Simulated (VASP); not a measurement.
P, 4 atoms in the cell. It takes space group Cmce (No. 64, orthorhombic). The conventional cell has a = 3.457 Å, b = 14.949 Å, c = 4.933 Å, α = 90.00°, β = 90.00°, γ = 90.00°. Within 3.1 Å of P (site symmetry m) lie 3 P at 2.32 to 2.36 Å. 

* Program: VASP 6.6.1
* Task: single point
* Functional: RPBE
* Potentials or basis: VASP PAW PBE potentials, release 64 (P)
* Cutoff: 520 eV
* k mesh: 9 × 9 × 6
* Occupations: fermi-dirac, width 0.05 eV
* Spin: no spin polarisation
* Dipole correction: no
* Further INCAR settings: ALGO = Normal; EDIFF = 1e-06; NBANDS = 18

Potentials or basis: VASP PAW PBE potentials, release 64 (P).

The run is started by

```bash
$ cat potpaw_PBE.64/P/POTCAR > POTCAR
$ mpirun -np 1 vasp_std > vasp.out
```

Hardware: 1 thread of Intel(R) Xeon(R) Platinum 8259CL CPU @ 2.50GHz (Skylake/Cascade Lake), on a shared host.

Task: How long does it take, and how much memory?

Result: Run time: 5.2 min on 1 thread of Intel(R) Xeon(R) Platinum 8259CL CPU @ 2.50GHz (Skylake/Cascade Lake), with other jobs on the host, peak memory 0.45 GiB. Counts: scf iterations 12, k points 100.
